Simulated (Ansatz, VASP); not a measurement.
# Two plane-wave programs on BaTiO3

```
CELL_PARAMETERS angstrom
2.75175 1.58872 2.25129
-2.75175 1.58872 2.25129
0.00000 -3.17745 2.25129
ATOMIC_POSITIONS crystal
Ba 0.99423 0.99423 0.99423
Ti 0.49423 0.49423 0.49423
O 0.49421 0.99422 0.49421
O 0.49421 0.49421 0.99422
O 0.99422 0.49421 0.49421
```

Alike in both runs: task single point; functional r2SCAN; k mesh 6 × 6 × 6; occupations gaussian, width 0.02 eV; no spin polarisation; Hubbard terms Ti d U = 4.0 eV.

|  | VASP | Ansatz |
| --- | --- | --- |
| version | VASP 6.6.1 | Ansatz 0.2.0 |
| potentials or method | VASP PAW PBE potentials, release 64 (Ba_sv, Ti_sv, O), cutoff 520 eV | scalar-relativistic, plane waves, PAW |
| valence electrons in the cell | 40 | 40 |

Ansatz gave:

* gap on the k mesh at the Fermi level (eV): 2.90
* least direct gap on the mesh (eV): 2.95
* pressure (GPa): 18.0
* traceless stress, the component that is largest in VASP (GPa): -0.41

Problem. Which values does VASP return?

Solution. gap on the k mesh at the Fermi level (eV): 2.88; least direct gap on the mesh (eV): 2.98; pressure (GPa): 23.1; traceless stress, the component that is largest in VASP (GPa): -0.42.

VASP's potentials were made for PBE, not for r2SCAN. The programs project onto different local orbitals, so the same U acts differently, and such runs can settle in different states. Ansatz's warnings: near symmetry operation missed by atoms.

Neither program's run includes spin-orbit coupling.
